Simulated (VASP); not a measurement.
Here is a VASP 6.6.1 calculation.

INCAR

```
ALGO     = Fast           # electronic algorithm
EDIFF    = 1E-6           # SCF threshold, eV
ENCUT    = 520            # plane-wave cutoff, eV
GGA      = PS             # functional
ISIF     = 2              # what is computed and relaxed
ISMEAR   = 0              # smearing method
LASPH    = T              # aspherical terms in the spheres
LCHARG   = F              # write CHGCAR
LREAL    = F              # projectors in reciprocal space
LWAVE    = F              # write WAVECAR
NBANDS   = 36             # bands
NELM     = 80             # most SCF steps
PREC     = Accurate       # precision mode
SIGMA    = 0.15           # smearing width, eV
```

File KPOINTS:

```
k-points
0
Gamma
  10 10 6
```

Contents of POSCAR:

```
Ti3Al5
1.0
    3.8832951200      0.0728117835      0.0000000000
    0.0728117835      3.8832951200      0.0000000000
    0.0000000000      0.0000000000      8.2968849545
Ti Al
3 5
Direct
    0.0000000000      0.0000000000      0.5000000000
    0.5000000000      0.5000000000      0.0000000000
    0.5000000000      0.5000000000      0.5000000000
    0.0000000000      0.5000000000      0.2523516175
    0.0000000000      0.5000000000      0.7476483825
    0.5000000000      0.0000000000      0.2523516175
    0.5000000000      0.0000000000      0.7476483825
    0.0000000000      0.0000000000      0.0000000000
```

Potentials or basis: VASP PAW PBE potentials, release 64 (Ti_sv, Al).

Command:

```sh
$ cat potpaw_PBE.64/Ti_sv/POTCAR potpaw_PBE.64/Al/POTCAR > POTCAR
$ mpirun -np 1 vasp_std > vasp.out
```

Problem. Predict the band gap on the k mesh.

Solution. Zero (an odd number of electrons rules out a gap without spin polarisation).

Problem. Predict the pressure.

Solution. 0.2 GPa.

Stress tensor (GPa, compression positive):
```
 0.37 -3.78  0.00
-3.78  0.37  0.00
 0.00  0.00 -0.17
```

Caveat: the cell differs from its parent crystal (strain +0.0375 x Voigt [0, 0, 0, 0, 0, 1]); the PAW data sets were made with another functional, which shifts forces and pressure a little.
